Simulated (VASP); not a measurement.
# TeAs (Fm-3m) in VASP: further runs

TeAs is run at these levels: LDA; tasks: single point.

All numbers are computed with VASP 6.6.1; they aren't measurements. Logs are shortened: lines on timing, memory, paths and dates and some standing lists are left out, and cuts for length are marked.

## (1) The cell of the first run

The structure is cubic, space group Fm-3m (No. 225). The conventional cell has a = 5.935 Å, b = 5.935 Å, c = 5.935 Å, α = 90.00°, β = 90.00°, γ = 90.00°. Within 3.9 Å of Te (site symmetry m-3m) lie 6 As at 2.97 Å. As (site symmetry m-3m) has 6 Te at 2.97 Å within 3.9 Å.

## (2) Single point, LDA

Input file INCAR:

```
SYSTEM = TeAs
PREC = Accurate ; ENCUT = 520
EDIFF = 1E-7 ; ISMEAR = 0
SIGMA = 0.15 ; LREAL = .FALSE.
LASPH = .TRUE. ; NELM = 100
ALGO = Normal ; ISIF = 2
LWAVE = .FALSE. ; LCHARG = .FALSE.
NBANDS = 12
```

Input file KPOINTS:

```
Automatic mesh
0
G
  14 14 14
  0 0 0
```

Input file POSCAR:

```
TeAs
1.0
    0.0000000000      2.9676670000      2.9676670000
    2.9676670000      0.0000000000      2.9676670000
    2.9676670000      2.9676670000      0.0000000000
Te As
1 1
Direct
    0.5000000000      0.5000000000      0.5000000000
    0.0000000000      0.0000000000      0.0000000000
```

Potentials or basis: VASP PAW LDA potentials, release 64 (Te, As).

The run is started by

```sh
$ cat potpaw_LDA.64/Te/POTCAR potpaw_LDA.64/As/POTCAR > POTCAR
$ mpirun -np 1 vasp_std > vasp.out
```

OUTCAR:

```text
SYSTEM = TeAs
   PREC = Accurate
   ENCUT = 520
   EDIFF = 1E-7
   ISMEAR = 0
   LREAL = .FALSE.
   LASPH = .TRUE.
   NELM = 100
   ISIF = 2

 ion  position               nearest neighbor table
   1  0.500  0.500  0.500-   2 2.97   2 2.97   2 2.97   2 2.97   2 2.97   2 2.97
   2  0.000  0.000  0.000-   1 2.97   1 2.97   1 2.97   1 2.97   1 2.97   1 2.97

  LATTYP: Found a face centered cubic cell.
 ALAT       =     5.9353340000

  Lattice vectors:

 A1 = (   0.0000000000,   2.9676670000,   2.9676670000)
 A2 = (   2.9676670000,   0.0000000000,   2.9676670000)
 A3 = (   2.9676670000,   2.9676670000,   0.0000000000)

Analysis of symmetry for initial positions (statically):
=====================================================================
 Subroutine PRICEL returns:
 Original cell was already a primitive cell.

 Routine SETGRP: Setting up the symmetry group for a
 face centered cubic supercell.

 Subroutine GETGRP returns: Found 48 space group operations
 (whereof 48 operations were pure point group operations)
 out of a pool of 48 trial point group operations.

The static configuration has the point symmetry O_h .

Analysis of symmetry for dynamics (positions and initial velocities):
=====================================================================
 Subroutine PRICEL returns:
 Original cell was already a primitive cell.

 Routine SETGRP: Setting up the symmetry group for a
 face centered cubic supercell.

 Subroutine GETGRP returns: Found 48 space group operations
 (whereof 48 operations were pure point group operations)
 out of a pool of 48 trial point group operations.

The dynamic configuration has the point symmetry O_h .

 Subroutine INISYM returns: Found 48 space group operations
 (whereof 48 operations are pure point group operations),
 and found     1 'primitive' translations

----------------------------------------------------------------------------------------

                                     Primitive cell

  volume of cell :      52.2728

  direct lattice vectors                    reciprocal lattice vectors
     0.000000000  2.967667000  2.967667000    -0.168482515  0.168482515  0.168482515
     2.967667000  0.000000000  2.967667000     0.168482515 -0.168482515  0.168482515
     2.967667000  2.967667000  0.000000000     0.168482515  0.168482515 -0.168482515

  length of vectors
     4.196914920  4.196914920  4.196914920     0.291820276  0.291820276  0.291820276

  position of ions in fractional coordinates (direct lattice)
     0.500000000  0.500000000  0.500000000
     0.000000000  0.000000000  0.000000000

  ion indices of the primitive-cell ions
   primitive index   ion index
                 1           1
                 2           2

----------------------------------------------------------------------------------------

 KPOINTS: Automatic mesh

Automatic generation of k-mesh.
 Grid dimensions read from file:
 generate k-points for:   14   14   14

 Generating k-lattice:

  Cartesian coordinates                     Fractional coordinates (reciprocal lattice)
    -0.012034465  0.012034465  0.012034465     0.071428571  0.000000000  0.000000000
     0.012034465 -0.012034465  0.012034465     0.000000000  0.071428571  0.000000000
     0.012034465  0.012034465 -0.012034465     0.000000000  0.000000000  0.071428571

  Length of vectors
     0.020844305  0.020844305  0.020844305

  Shift w.r.t. Gamma in fractional coordinates (k-lattice)
     0.000000000  0.000000000  0.000000000

 Subroutine IBZKPT returns following result:
 ===========================================

 Found    104 irreducible k-points:

 Following reciprocal coordinates:
            Coordinates               Weight
  0.000000  0.000000  0.000000      1.000000
  0.071429  0.000000  0.000000      8.000000
  0.142857  0.000000  0.000000      8.000000
  0.214286  0.000000  0.000000      8.000000
  0.285714  0.000000  0.000000      8.000000
  0.357143  0.000000  0.000000      8.000000
[... 16 lines left out ...]
  0.214286  0.142857  0.000000     24.000000
  0.285714  0.142857  0.000000     24.000000
 [... further k-points ...]
   k-points           NKPTS =    104   k-points in BZ     NKDIM =    104   number of bands    NBANDS=     12
   number of dos      NEDOS =    301   number of ions     NIONS =      2
   total plane-waves  NPLWV =  32768
   dimension x,y,z NGX =    32 NGY =   32 NGZ =   32
   dimension x,y,z NGXF=    64 NGYF=   64 NGZF=   64
   ions per type =               1   1
   NGX,Y,Z   is equivalent  to a cutoff of  12.68, 12.68, 12.68 a.u.
   NGXF,Y,Z  is equivalent  to a cutoff of  25.35, 25.35, 25.35 a.u.
 SYSTEM =  TeAs
   PREC   = accura    normal or accurate (medium, high low for compatibility)
   ISTART =      0    job   : 0-new  1-cont  2-samecut
   ICHARG =      2    charge: 1-file 2-atom 10-const
   ISPIN  =      1    spin polarized calculation?
   LNONCOLLINEAR =      F non collinear calculations
   LSORBIT =      F    spin-orbit coupling
   LASPH  =      T    aspherical Exc in radial PAW
   ENCUT  =  520.0 eV  38.22 Ry    6.18 a.u.   7.80  7.80  7.80*2*pi/ulx,y,z
   NELM   =    100;   NELMIN=  2; NELMDL= -5     # of ELM steps
   EDIFF  = 0.1E-06   stopping-criterion for ELM
   LREAL  =      F    real-space projection
   EDIFFG = 0.1E-05   stopping-criterion for IOM
   NSW    =      0    number of steps for IOM
   IBRION =     -1    ionic relax: 0-MD 1-quasi-New 2-CG
   NFREE  =      0    steps in history (QN), initial steepest desc. (CG)
   ISIF   =      2    stress and relaxation
   ISYM   =      2    0-nonsym 1-usesym 2-fastsym
   POTIM  = 0.5000    time-step for ionic-motion
   TEBEG  =    0.0;   TEEND  =   0.0 temperature during run
   PSTRESS=    0.0 pullay stress
   NELECT =      11.0000    total number of electrons
   NUPDOWN=      -1.0000    fix difference up-down
   EMIN   =  10.00;   EMAX   =-10.00  energy-range for DOS
   EFERMI =   0.00;   METHOD = LEGACY
   ISMEAR =     0;   SIGMA  =   0.15  broadening in eV -4-tet -1-fermi 0-gaus
   EFERMI_NEDOS =   21; number of points for ismear=-14 and -15
   IALGO  =     38    algorithm
   IMIX   =      4    mixing-type and parameters
     AMIX     =   0.40;   BMIX     =  1.00
     AMIX_MAG =   1.60;   BMIX_MAG =  1.00
  volume/ion in A,a.u.               =      26.14       176.38
  Fermi-wavevector in a.u.,A,eV,Ry     =   0.973749  1.840120 12.900881  0.948188
  Thomas-Fermi vector in A             =   2.104154
   LORBIT       =      0    0 simple, 1 ext, 2 COOP (PROOUT), +10 PAW based schemes
   GGA     = CA    functional components
   LHFCALC =     F    Hartree Fock is set to
   AEXX    =    0.0000 exact exchange contribution
   IVDW    =     0    specifies the selected vdW correction
   LEPSILON=     F    determine dielectric tensor
   LRPA    =     F    only Hartree local field effects (RPA)
 non-spin polarized calculation
 Gauss-broadening in eV      SIGMA  =   0.15
  energy-cutoff  :      520.00
  volume of cell :       52.27
 maximum number of plane-waves:      1423
   NGX = 15   NGY = 15   NGZ = 15

 number of electron      11.0000000 magnetization

 Free energy of the ion-electron system (eV)
  ---------------------------------------------------
  ext. energy  EPLUGINS =         0.00000000
  ---------------------------------------------------
  free energy    TOTEN  =        -9.03266702 eV

  energy without entropy =       -9.02182267  energy(sigma->0) =       -9.02724485

 E-fermi :   6.2712     XC(G=0):  -9.9672

 val. band max:        6.2394065540   @ k =   0.4286   0.0714   0.0000
 cond. band min:       6.2978082067   @ k =   0.3571   0.0000   0.0000
 fundamental gap:      0.0584016527
 Fermi energy:         6.2712448789

 k-point     1 :       0.0000    0.0000    0.0000
  band No.  band energies     occupation
      1      -7.8987      2.00000
      2      -0.7957      2.00000
      3       3.7570      2.00000
      4       3.7570      2.00000
      5       3.7570      2.00000
      6       8.6022      0.00000
      7       8.6022      0.00000
      8       8.6022      0.00000
      9      11.2856      0.00000
     10      11.2856      0.00000
     11      11.2856      0.00000
     12      13.3333      0.00000

 k-point     2 :       0.0714    0.0000    0.0000
  band No.  band energies     occupation
      1      -7.8432      2.00000
      2      -0.9799      2.00000
      3       3.7690      2.00000
      4       3.7690      2.00000
      5       3.8420      2.00000
      6       8.3701      0.00000
      7       8.3701      0.00000
      8       8.4111      0.00000
      9      11.2304      0.00000
     10      11.3977      0.00000
     11      11.3977      0.00000
     12      13.6656      0.00000

 k-point     3 :       0.1429    0.0000    0.0000
  band No.  band energies     occupation
      1      -7.6773      2.00000
      2      -1.4726      2.00000
      3       3.8087      2.00000
      4       3.8087      2.00000
      5       4.0455      2.00000
      6       7.8163      0.00000
      7       7.8163      0.00000
      8       7.9424      0.00000
      9      11.2193      0.00000
     10      11.7293      0.00000
     11      11.7293      0.00000
     12      14.5184      0.00000

 k-point     4 :       0.2143    0.0000    0.0000
  band No.  band energies     occupation
      1      -7.4031      2.00000
      2      -2.1565      2.00000
      3       3.8862      2.00000
      4       3.8862      2.00000
      5       4.2790      2.00000
      6       7.1512      0.00000
      7       7.1512      0.00000
      8       7.3683      0.00000
      9      11.4387      0.00000
     10      12.2682      0.00000
     11      12.2682      0.00000
     12      15.6762      0.00000

 k-point     5 :       0.2857    0.0000    0.0000
  band No.  band energies     occupation
      1      -7.0244      2.00000
      2      -2.9315      2.00000
      3       4.0140      2.00000
      4       4.0140      2.00000
      5       4.4971      2.00000
      6       6.4913      0.03806
      7       6.4913      0.03806
      8       6.8002      0.00000
      9      11.9440      0.00000
     10      12.9984      0.00000
     11      12.9984      0.00000
     12      16.9553      0.00000
[... 228 lines left out ...]
      1      -7.7511      2.00000
      2      -1.2523      2.00000
      3       3.4950      2.00000
      4       3.9384      2.00000
      5       4.1081      2.00000
      6       7.7499      0.00000
      7       7.8309      0.00000
      8       8.7333      0.00000
      9      11.0758      0.00000
     10      11.4417      0.00000
     11      11.8613      0.00000
     12      13.6431      0.00000

 k-point    22 :       0.1429    0.1429    0.0000
  band No.  band energies     occupation
      1      -7.6066      2.00000
      2      -1.5435      2.00000
      3       3.2984      2.00000
      4       3.2984      2.00000
      5       5.1306      2.00000
      6       6.0805      1.92784
      7       8.8589      0.00000
      8       8.8589      0.00000
      9      10.3185      0.00000
     10      12.3767      0.00000
     11      12.3767      0.00000
     12      13.5962      0.00000

 k-point    23 :       0.2143    0.1429    0.0000
  band No.  band energies     occupation
      1      -7.4094      2.00000
      2      -1.9407      2.00000
      3       3.1420      2.00000
      4       3.1734      2.00000
      5       5.0632      2.00000
      6       5.8837      1.99974
      7       8.7499      0.00000
      8       8.7840      0.00000
      9      10.1411      0.00000
     10      12.9063      0.00000
     11      12.9710      0.00000
     12      14.0543      0.00000

 k-point    24 :       0.2857    0.1429    0.0000
  band No.  band energies     occupation
      1      -7.1081      2.00000
      2      -2.5198      2.00000
      3       3.0698      2.00000
      4       3.1702      2.00000
      5       4.3482      2.00000
      6       6.3538      0.43663
      7       8.3145      0.00000
      8       8.4246      0.00000
      9      10.2825      0.00000
     10      13.5177      0.00000
     11      13.7249      0.00000
     12      15.0186      0.00000

 [... further k-points ...]

------------------------ aborting loop because EDIFF is reached ----------------------------------------

  FORCE on cell =-STRESS in cart. coord.  units (eV):
  Direction    XX          YY          ZZ          XY          YZ          ZX
  --------------------------------------------------------------------------------------
  -------------------------------------------------------------------------------------
  Total       -1.3064134     -1.3064134     -1.3064134      0.0000000      0.0000000      0.0000000
  in kB      -40.0419939    -40.0419939    -40.0419939      0.0000000      0.0000000      0.0000000
  external PRESSURE =     -40.0419939 kB  Pullay stress =       0.0000000 kB

 VOLUME and BASIS-vectors are now :
 -----------------------------------------------------------------------------
  energy-cutoff  :      520.00
  volume of cell :       52.27
      direct lattice vectors                 reciprocal lattice vectors
     0.000000000  2.967667000  2.967667000    -0.168482515  0.168482515  0.168482515
     2.967667000  0.000000000  2.967667000     0.168482515 -0.168482515  0.168482515
     2.967667000  2.967667000  0.000000000     0.168482515  0.168482515 -0.168482515

 POSITION                                       TOTAL-FORCE (eV/Angst)
 -----------------------------------------------------------------------------------
      2.96767      2.96767      2.96767         0.000000      0.000000      0.000000
      0.00000      0.00000      0.00000         0.000000      0.000000      0.000000
 -----------------------------------------------------------------------------------
    total drift:                                0.000000     -0.000000     -0.000000

  FREE ENERGIE OF THE ION-ELECTRON SYSTEM (eV)
  ---------------------------------------------------
  free  energy   TOTEN  =        -9.0326670245 eV

  energy  without entropy=       -9.0218226701  energy(sigma->0) =       -9.02724485
```

Wall time 33 s (1 thread of Intel Xeon 6975P-C, shared host); peak memory 0.2 GiB.

What came out:

```yaml
Free_energy: -9.0327 eV
Pressure: -4.0 GPa
```

Caveat: spin-orbit coupling is left out, which moves the levels of the heavy elements.

(Continued in part 2 of 2.)
